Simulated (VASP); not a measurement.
A run of VASP 6.6.1 is set up as follows.

INCAR

```
SYSTEM = Ag
PREC = Accurate ; ENCUT = 500
EDIFF = 1E-6 ; ISMEAR = 0
SIGMA = 0.1 ; LREAL = .FALSE.
LASPH = .TRUE. ; NELM = 120
ALGO = Normal ; ISIF = 2
LWAVE = .FALSE. ; LCHARG = .FALSE.
GGA = PE ; NBANDS = 12
GGA_COMPAT = .FALSE.
```

Contents of KPOINTS:

```
regular mesh
0
G
  18 18 18
  0 0 0
```

File POSCAR:

```
Ag
1.0
    0.0000000000      2.0739533073      2.0739533073
    2.0739533073      0.0000000000      2.0739533073
    2.0739533073      2.0739533073      0.0000000000
Ag
1
Direct
    0.0000000000      0.0000000000      0.0000000000
```

Potentials or basis: VASP PAW PBE potentials, release 64 (Ag).

Command:

```console
$ cat potpaw_PBE.64/Ag/POTCAR > POTCAR
$ mpirun -np 1 vasp_std > vasp.out
```

(1) What does it give for the band gap on the k mesh?

(2) Predict the pressure.

Results:

(1) zero (an odd number of electrons rules out a gap without spin polarisation).

(2) -0.1 GPa.
